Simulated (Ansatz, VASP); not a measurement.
**SiGe4 in VASP and in Ansatz**

```xyz
10
Lattice="3.0026 0.0000 0.0000 -1.5013 2.6003 0.0000 0.0000 0.0000 23.6518" Properties=species:S:1:pos:R:3 pbc="T T T"
Si    0.0000    1.7336   22.4692
Si    1.5013    0.8668    1.1826
Ge    0.0000    1.7336   17.7388
Ge    0.0000    1.7336    3.5478
Ge    0.0000    1.7336    8.2781
Ge    0.0000    1.7336   13.0085
Ge    1.5013    0.8668   20.1040
Ge    1.5013    0.8668    5.9129
Ge    1.5013    0.8668   10.6433
Ge    1.5013    0.8668   15.3737
```

Alike in both runs: task relaxation of cell and atoms; functional PBE; k mesh 6 × 6 × 1; occupations gaussian, width 0.1 eV; no spin polarisation.

|  | VASP | Ansatz |
| --- | --- | --- |
| version | VASP 6.6.1 | Ansatz 0.2.0 |
| potentials or method | VASP PAW PBE potentials, release 64 (Si, Ge_d), cutoff 600 eV | scalar-relativistic, plane waves, PAW |
| valence electrons in the cell | 120 | 120 |

```tsv
	VASP	Ansatz	Ansatz less VASP
gap on the k mesh at the Fermi level, each at its own relaxed structure (eV)	none	none	-
relaxed volume (Å³/atom)	19.93	18.72	-1.208
relaxed length of the cell vector where the two differ most in proportion (Å)	16.028	21.529	+5.5013
```

A gap of «none» marks a metal or a gap that the smearing closes. One of these differences is far larger than is usual between the two programs; its cause wasn't traced.

The k mesh is coarse, so the values compare programs but aren't converged.
